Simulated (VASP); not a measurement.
# NbAs (F-43m) in VASP: notebook

The runs below take NbAs through single point, with PBE.

Program: VASP 6.6.1. These are calculated values, not measurements. Logs are shortened: lines on timing, memory, paths and dates and some standing lists are left out, and cuts for length are marked.

## 1. The cell of the first run

The structure is cubic, space group F-43m (No. 216). Conventional cell: a = 5.814 Å, b = 5.814 Å, c = 5.814 Å, α = 90.00°, β = 90.00°, γ = 90.00°. Within 3.3 Å of Nb (site symmetry -43m) lie 4 As at 2.52 Å. Within 3.3 Å of As (site symmetry -43m) lie 4 Nb at 2.52 Å.

## 2. Single point, PBE, collinear spin

INCAR reads:

```
SYSTEM = NbAs
  PREC = Accurate
  ENCUT = 500
  EDIFF = 1E-6
  ISMEAR = 0
  SIGMA = 0.1
  LREAL = .FALSE.
  LASPH = .TRUE.
  NELM = 200
  ALGO = Normal
  ISIF = 2
  LWAVE = .FALSE.
  LCHARG = .FALSE.
  ISPIN = 2
  MAGMOM = 0.73 -0.03
  LORBIT = 11
  NUPDOWN = 1.0
  LMAXMIX = 4
  GGA = PE
  NBANDS = 20
  GGA_COMPAT = .FALSE.
```

KPOINTS reads:

```
Automatic mesh
0
G
  12 12 12
  0 0 0
```

POSCAR reads:

```
NbAs
1.0
    0.0000000000      2.9067815048      2.9067815048
    2.9067815048      0.0000000000      2.9067815048
    2.9067815048      2.9067815048      0.0000000000
Nb As
1 1
Direct
    0.0000000000      0.0000000000      0.0000000000
    0.2500000000      0.2500000000      0.2500000000
```

Potentials or basis: VASP PAW PBE potentials, release 64 (Nb_sv, As).

Command:

```console
> cat potpaw_PBE.64/Nb_sv/POTCAR potpaw_PBE.64/As/POTCAR > POTCAR
> mpirun -np 1 vasp_std > vasp.out
```

OUTCAR:

```text
SYSTEM = NbAs
   PREC = Accurate
   ENCUT = 500
   EDIFF = 1E-6
   ISMEAR = 0
   LREAL = .FALSE.
   LASPH = .TRUE.
   NELM = 200
   ISIF = 2
   ISPIN = 2
   LORBIT = 11
   NUPDOWN = 1.0
   GGA = PE

 ion  position               nearest neighbor table
   1  0.000  0.000  0.000-   2 2.52   2 2.52   2 2.52   2 2.52
   2  0.250  0.250  0.250-   1 2.52   1 2.52   1 2.52   1 2.52

  LATTYP: Found a face centered cubic cell.
 ALAT       =     5.8135630096

  Lattice vectors:

 A1 = (   0.0000000000,   2.9067815048,   2.9067815048)
 A2 = (   2.9067815048,   0.0000000000,   2.9067815048)
 A3 = (   2.9067815048,   2.9067815048,   0.0000000000)

Analysis of symmetry for initial positions (statically):
=====================================================================
 Subroutine PRICEL returns:
 Original cell was already a primitive cell.

 Routine SETGRP: Setting up the symmetry group for a
 face centered cubic supercell.

 Subroutine GETGRP returns: Found 24 space group operations
 (whereof 24 operations were pure point group operations)
 out of a pool of 48 trial point group operations.

The static configuration has the point symmetry T_d .

Analysis of symmetry for dynamics (positions and initial velocities):
=====================================================================
 Subroutine PRICEL returns:
 Original cell was already a primitive cell.

 Routine SETGRP: Setting up the symmetry group for a
 face centered cubic supercell.

 Subroutine GETGRP returns: Found 24 space group operations
 (whereof 24 operations were pure point group operations)
 out of a pool of 48 trial point group operations.

The dynamic configuration has the point symmetry T_d .

Analysis of structural, dynamic, and magnetic symmetry:
=====================================================================
 Subroutine PRICEL returns:
 Original cell was already a primitive cell.

 Routine SETGRP: Setting up the symmetry group for a
 face centered cubic supercell.

 Subroutine GETGRP returns: Found 24 space group operations
 (whereof 24 operations were pure point group operations)
 out of a pool of 48 trial point group operations.

The overall configuration has the point symmetry T_d .

 Subroutine INISYM returns: Found 24 space group operations
 (whereof 24 operations are pure point group operations),
 and found     1 'primitive' translations

----------------------------------------------------------------------------------------

                                     Primitive cell

  volume of cell :      49.1210

  direct lattice vectors                    reciprocal lattice vectors
     0.000000000  2.906781505  2.906781505    -0.172011553  0.172011553  0.172011553
     2.906781505  0.000000000  2.906781505     0.172011553 -0.172011553  0.172011553
     2.906781505  2.906781505  0.000000000     0.172011553  0.172011553 -0.172011553

  length of vectors
     4.110809827  4.110809827  4.110809827     0.297932749  0.297932749  0.297932749

  position of ions in fractional coordinates (direct lattice)
     0.000000000  0.000000000  0.000000000
     0.250000000  0.250000000  0.250000000

  ion indices of the primitive-cell ions
   primitive index   ion index
                 1           1
                 2           2

----------------------------------------------------------------------------------------

 KPOINTS: Automatic mesh

Automatic generation of k-mesh.
 Grid dimensions read from file:
 generate k-points for:   12   12   12

 Generating k-lattice:

  Cartesian coordinates                     Fractional coordinates (reciprocal lattice)
    -0.014334296  0.014334296  0.014334296     0.083333333  0.000000000  0.000000000
     0.014334296 -0.014334296  0.014334296     0.000000000  0.083333333  0.000000000
     0.014334296  0.014334296 -0.014334296     0.000000000  0.000000000  0.083333333

  Length of vectors
     0.024827729  0.024827729  0.024827729

  Shift w.r.t. Gamma in fractional coordinates (k-lattice)
     0.000000000  0.000000000  0.000000000

 Subroutine IBZKPT returns following result:
 ===========================================

 Found     72 irreducible k-points:

 Following reciprocal coordinates:
            Coordinates               Weight
  0.000000  0.000000  0.000000      1.000000
  0.083333  0.000000  0.000000      8.000000
  0.166667  0.000000  0.000000      8.000000
  0.250000  0.000000  0.000000      8.000000
  0.333333  0.000000  0.000000      8.000000
  0.416667  0.000000  0.000000      8.000000
[... 16 lines left out ...]
  0.500000  0.166667  0.000000     24.000000
 -0.416667  0.166667  0.000000     24.000000
 [... further k-points ...]
   k-points           NKPTS =     72   k-points in BZ     NKDIM =     72   number of bands    NBANDS=     20
   number of dos      NEDOS =    301   number of ions     NIONS =      2
   total plane-waves  NPLWV =  27000
   dimension x,y,z NGX =    30 NGY =   30 NGZ =   30
   dimension x,y,z NGXF=    60 NGYF=   60 NGZF=   60
   ions per type =               1   1
   NGX,Y,Z   is equivalent  to a cutoff of  12.13, 12.13, 12.13 a.u.
   NGXF,Y,Z  is equivalent  to a cutoff of  24.26, 24.26, 24.26 a.u.
 SYSTEM =  NbAs
   PREC   = accura    normal or accurate (medium, high low for compatibility)
   ISTART =      0    job   : 0-new  1-cont  2-samecut
   ICHARG =      2    charge: 1-file 2-atom 10-const
   ISPIN  =      2    spin polarized calculation?
   LNONCOLLINEAR =      F non collinear calculations
   LSORBIT =      F    spin-orbit coupling
   LASPH  =      T    aspherical Exc in radial PAW
   ENCUT  =  500.0 eV  36.75 Ry    6.06 a.u.   7.49  7.49  7.49*2*pi/ulx,y,z
   NELM   =    200;   NELMIN=  2; NELMDL= -5     # of ELM steps
   EDIFF  = 0.1E-05   stopping-criterion for ELM
   LREAL  =      F    real-space projection
   EDIFFG = 0.1E-04   stopping-criterion for IOM
   NSW    =      0    number of steps for IOM
   IBRION =     -1    ionic relax: 0-MD 1-quasi-New 2-CG
   NFREE  =      0    steps in history (QN), initial steepest desc. (CG)
   ISIF   =      2    stress and relaxation
   ISYM   =      2    0-nonsym 1-usesym 2-fastsym
   POTIM  = 0.5000    time-step for ionic-motion
   TEBEG  =    0.0;   TEEND  =   0.0 temperature during run
   PSTRESS=    0.0 pullay stress
   NELECT =      18.0000    total number of electrons
   NUPDOWN=       1.0000    fix difference up-down
   EMIN   =  10.00;   EMAX   =-10.00  energy-range for DOS
   EFERMI =   0.00;   METHOD = LEGACY
   ISMEAR =     0;   SIGMA  =   0.10  broadening in eV -4-tet -1-fermi 0-gaus
   EFERMI_NEDOS =   21; number of points for ismear=-14 and -15
   IALGO  =     38    algorithm
   IMIX   =      4    mixing-type and parameters
     AMIX     =   0.40;   BMIX     =  1.00
     AMIX_MAG =   1.60;   BMIX_MAG =  1.00
  volume/ion in A,a.u.               =      24.56       165.74
  Fermi-wavevector in a.u.,A,eV,Ry     =   1.171503  2.213819 18.672887  1.372418
  Thomas-Fermi vector in A             =   2.307945
   LORBIT       =     11    0 simple, 1 ext, 2 COOP (PROOUT), +10 PAW based schemes
   GGA     = PE    functional components
   LHFCALC =     F    Hartree Fock is set to
   AEXX    =    0.0000 exact exchange contribution
   IVDW    =     0    specifies the selected vdW correction
   LEPSILON=     F    determine dielectric tensor
   LRPA    =     F    only Hartree local field effects (RPA)
 spin polarized calculation
 Gauss-broadening in eV      SIGMA  =   0.10
  energy-cutoff  :      500.00
  volume of cell :       49.12
 maximum number of plane-waves:      1283
 NGX is ok and might be reduce to    30
   NGX = 15   NGY = 15   NGZ = 15

 number of electron      18.0000002 magnetization       0.9999524

 Free energy of the ion-electron system (eV)
  ---------------------------------------------------
  ext. energy  EPLUGINS =         0.00000000
  ---------------------------------------------------
  free energy    TOTEN  =       -14.27984334 eV

  energy without entropy =      -14.26401477  energy(sigma->0) =      -14.27192906

 E-fermi :   5.7358     XC(G=0):  -9.9056

 val. band max:        5.8354460052   @ k =  -0.3333   0.0833   0.0000
 cond. band min:       5.7435664708   @ k =  -0.4167   0.2500   0.0833
 fundamental gap:     -0.0918795344
 Fermi energy:         5.8393768746

 spin component 1

 k-point     1 :       0.0000    0.0000    0.0000
  band No.  band energies     occupation
      1     -49.7607      1.00000
      2     -25.8761      1.00000
      3     -25.8761      1.00000
      4     -25.8761      1.00000
      5      -5.8879      1.00000
      6       2.3257      1.00000
[... 12 lines left out ...]
     19      18.5334      0.00000
     20      18.5334      0.00000
[... 507 lines left out ...]
 k-point    24 :      -0.4167    0.1667    0.0000
  band No.  band energies     occupation
      1     -49.7567      1.00000
      2     -25.9379      1.00000
      3     -25.8971      1.00000
      4     -25.8885      1.00000
      5      -4.9294      1.00000
      6       1.8075      1.00000
[... 12 lines left out ...]
     19      19.0294      0.00000
     20      19.0491      0.00000

 [... further k-points ...]

 spin component 2

 k-point     1 :       0.0000    0.0000    0.0000
  band No.  band energies     occupation
      1     -49.2301      1.00000
      2     -25.2664      1.00000
      3     -25.2664      1.00000
      4     -25.2664      1.00000
      5      -5.8357      1.00000
      6       2.5827      1.00000
[... 12 lines left out ...]
     19      18.7646      0.00000
     20      18.7646      0.00000
[... 507 lines left out ...]
 k-point    24 :      -0.4167    0.1667    0.0000
  band No.  band energies     occupation
      1     -49.2260      1.00000
      2     -25.3304      1.00000
      3     -25.2880      1.00000
      4     -25.2792      1.00000
      5      -4.9063      1.00000
      6       1.9876      1.00000
[... 12 lines left out ...]
     19      19.2959      0.00000
     20      19.3389      0.00000

 [... further k-points ...]

------------------------ aborting loop because EDIFF is reached ----------------------------------------

  FORCE on cell =-STRESS in cart. coord.  units (eV):
  Direction    XX          YY          ZZ          XY          YZ          ZX
  --------------------------------------------------------------------------------------
  -------------------------------------------------------------------------------------
  Total        0.4718872      0.4718872      0.4718872      0.0000000      0.0000000     -0.0000000
  in kB       15.3915250     15.3915250     15.3915250      0.0000000      0.0000000     -0.0000000
  external PRESSURE =      15.3915250 kB  Pullay stress =       0.0000000 kB

 VOLUME and BASIS-vectors are now :
 -----------------------------------------------------------------------------
  energy-cutoff  :      500.00
  volume of cell :       49.12
      direct lattice vectors                 reciprocal lattice vectors
     0.000000000  2.906781505  2.906781505    -0.172011553  0.172011553  0.172011553
     2.906781505  0.000000000  2.906781505     0.172011553 -0.172011553  0.172011553
     2.906781505  2.906781505  0.000000000     0.172011553  0.172011553 -0.172011553

 POSITION                                       TOTAL-FORCE (eV/Angst)
 -----------------------------------------------------------------------------------
      0.00000      0.00000      0.00000        -0.000000     -0.000000     -0.000000
      1.45339      1.45339      1.45339         0.000000      0.000000      0.000000
 -----------------------------------------------------------------------------------
    total drift:                                0.000000      0.000000      0.000000

  FREE ENERGIE OF THE ION-ELECTRON SYSTEM (eV)
  ---------------------------------------------------
  free  energy   TOTEN  =       -14.2798433420 eV

  energy  without entropy=      -14.2640147690  energy(sigma->0) =      -14.27192906

 total charge

# of ion       s       p       d       tot
------------------------------------------
    1        2.161   5.974   2.518  10.653
    2        1.211   1.674   0.059   2.944
--------------------------------------------------
tot          3.372   7.648   2.577  13.596

 magnetization (x)

# of ion       s       p       d       tot
------------------------------------------
    1        0.009   0.003   0.776   0.788
    2       -0.008  -0.044   0.021  -0.030
--------------------------------------------------
tot          0.001  -0.041   0.797   0.757
```

It took 3.3 min on 1 thread of AMD EPYC 7R13, shared host; peak memory 0.23 GiB.

Results:

```
Free energy                                           : -14.2798 eV
Pressure                                              : 1.5 GPa
Net moment                                            : 1.00 μB per cell
Site moments                                          : Nb +0.79; As -0.03 μB
Valence electrons inside the program's atomic spheres : Nb 10.65; As 2.94
```

Caveat: the total moment is fixed, so each spin has its own Fermi level.

## 3. Single point, PBE, collinear spin

INCAR reads:

```
PREC = Accurate
ENCUT = 500
EDIFF = 1E-6
ISMEAR = 0
SIGMA = 0.1
LREAL = False
LASPH = True
NELM = 200
ALGO = Normal
ISIF = 2
LWAVE = False
LCHARG = True
ISPIN = 2
MAGMOM = 0.9 -0.03
LORBIT = 11
NUPDOWN = 1.25
LMAXMIX = 4
GGA = PE
LELF = True
LVHAR = True
NBANDS = 20
GGA_COMPAT = False
```

KPOINTS reads:

```
regular mesh
0
Gamma
  12 12 12
```

POSCAR is that of step 2.

Potentials or basis: VASP PAW PBE potentials, release 64 (Nb_sv, As).

Command:

```console
> cat potpaw_PBE.64/Nb_sv/POTCAR potpaw_PBE.64/As/POTCAR > POTCAR
> mpirun -np 1 vasp_std > vasp.out
```

It took 3.3 min on 1 thread of AMD EPYC 7R13, shared host; peak memory 0.23 GiB.

Results (log left out):

| Property | Result |
| --- | --- |
| Free energy | -14.2607 eV |
| Pressure | 2.3 GPa |
| Net moment | 1.25 μB per cell |
| Site moments | Nb +0.97; As -0.04 μB |
| Valence electrons inside the program's atomic spheres | Nb 10.67; As 2.95 |

Caveat: the total moment is fixed, so each spin has its own Fermi level.

## 4. Single point, PBE, collinear spin

INCAR reads:

```
SYSTEM = NbAs
PREC = Accurate
ENCUT = 500
EDIFF = 1E-6
ISMEAR = 0
SIGMA = 0.1
LREAL = .False.
LASPH = .True.
NELM = 200
ALGO = Normal
ISIF = 2
LWAVE = .False.
LCHARG = .False.
ISPIN = 2
MAGMOM = 1.05 -0.03
LORBIT = 11
NUPDOWN = 1.5
LMAXMIX = 4
GGA = PE
NBANDS = 20
GGA_COMPAT = .False.
```

KPOINTS reads:

```
regular mesh
0
Gamma
  12 12 12
  0 0 0
```

POSCAR is that of step 3.

Command:

```console
> cat potpaw_PBE.64/Nb_sv/POTCAR potpaw_PBE.64/As/POTCAR > POTCAR
> mpirun -np 1 vasp_std > vasp.out
```

Run time: 3.2 min. Hardware: 1 thread of AMD EPYC 7R13, shared host; peak memory 0.23 GiB.

The run converged. Its results:

| Property | Result |
| --- | --- |
| Free energy | -14.2233 eV |
| Pressure | 3.2 GPa |
| Net moment | 1.50 μB per cell |
| Site moments | Nb +1.14; As -0.04 μB |
| Valence electrons inside the program's atomic spheres | Nb 10.68; As 2.95 |

Caveat: the cell stands under pressure; the total moment is fixed, so each spin has its own Fermi level.

## 5. Single point, PBE, collinear spin

INCAR reads:

```
PREC     = Accurate       # precision mode
ENCUT    = 500            # plane-wave cutoff, eV
EDIFF    = 1E-6           # SCF threshold, eV
ISMEAR   = 0              # smearing method
SIGMA    = 0.1            # smearing width, eV
LREAL    = False          # projectors in reciprocal space
LASPH    = True           # aspherical terms in the spheres
NELM     = 200            # most SCF steps
ALGO     = Normal         # electronic algorithm
ISIF     = 2              # what is computed and relaxed
LWAVE    = False          # write WAVECAR
LCHARG   = True           # write CHGCAR
ISPIN    = 2              # spin polarisation
MAGMOM   = 1.2 -0.04      # initial moments
LORBIT   = 11             # projections on sites
NUPDOWN  = 1.75           # fixed moment
LMAXMIX  = 4              # l up to which the mixer works
GGA      = PE             # functional
LELF     = True           # ELF
LVHAR    = True         
NBANDS   = 20             # bands
GGA_COMPAT= False
```

KPOINTS reads:

```
Automatic mesh
0
Gamma
  12 12 12
```

POSCAR is that of step 4.

Command:

```console
> cat potpaw_PBE.64/Nb_sv/POTCAR potpaw_PBE.64/As/POTCAR > POTCAR
> mpirun -np 1 vasp_std > vasp.out
```

Run time: 2.9 min. Hardware: 1 thread of AMD EPYC 7R13, shared host; peak memory 0.23 GiB.

The run converged. Its results:

| Property | Result |
| --- | --- |
| Free energy | -14.1692 eV |
| Pressure | 4.2 GPa |
| Net moment | 1.75 μB per cell |
| Site moments | Nb +1.30; As -0.05 μB |
| Valence electrons inside the program's atomic spheres | Nb 10.70; As 2.95 |

Caveat: the cell stands under pressure; the total moment is fixed, so each spin has its own Fermi level.

## 6. Overview

```csv
fixed moment (μB),pressure (GPa),moment (μB)
1.0,1.5,1.00
1.25,2.3,1.25
1.5,3.2,1.50
1.75,4.2,1.75
```

Alike in all rows: task single point; level PBE; potentials or basis VASP PAW PBE potentials, release 64 (Nb_sv, As); spin collinear; cell as given; k mesh 12 × 12 × 12; cutoff (eV) 500; smearing gaussian 0.1 eV.

Caveats: the total moment is fixed, so each spin has its own Fermi level; the cell stands under pressure (at least some runs).

Absolute energies hang on the potentials; compare differences alone.
